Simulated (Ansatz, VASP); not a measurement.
**One calculation of Si7N, two programs**

```
Si N
1.0
     0.00013    0.00110    5.92137
     7.33924   -0.00006    0.00012
    -3.66968    6.35411    0.00095
Si N
14 2
Direct
  0.82197 0.33331 0.66665
  0.00231 0.65535 0.82771
  0.00231 0.17234 0.82772
  0.00231 0.17226 0.34452
  0.89969 0.37293 0.18651
  0.89964 0.81365 0.62731
  0.89967 0.81360 0.18650
  0.32199 0.66669 0.33343
  0.50228 0.82775 0.65550
  0.50234 0.34463 0.17224
  0.50233 0.82761 0.17228
  0.39967 0.18634 0.37266
  0.39968 0.18645 0.81350
  0.39966 0.62711 0.81355
  0.50208 0.33328 0.66651
  0.00207 0.66671 0.33340
```

Change from the starting cell: cell x1, atoms moved at random (sigma 0.05 Å) and cell strained at random (1.5 %), then relaxed without symmetry.

Alike in both runs: functional PBE; k mesh 4 × 3 × 3; occupations gaussian, width 0.2 eV; no spin polarisation.

Ansatz relaxed the structure, and its values are those at the end. VASP's run is a single point on that final structure, the one shown.

|  | VASP | Ansatz |
| --- | --- | --- |
| version | VASP 6.6.1 | Ansatz 0.2.0 |
| potentials or method | VASP PAW PBE potentials, release 64 (Si, N), cutoff 520 eV | scalar-relativistic, plane waves, PAW |
| valence electrons in the cell | 66 | 66 |

Ansatz gave:

| Item | Value |
| --- | --- |
| gap on the k mesh at the Fermi level (eV) | none |
| pressure (GPa) | 0.0 |
| rms of the force components (eV/Å) | 0.002 |

**Question.** Which values does VASP return?

**Answer.** gap on the k mesh at the Fermi level (eV): none; pressure (GPa): -0.1; rms of the force components (eV/Å): 0.006.

A gap of «none» marks a metal or a gap that the smearing closes. The functional is the same, so the differences come from potentials, cutoffs and numerics.
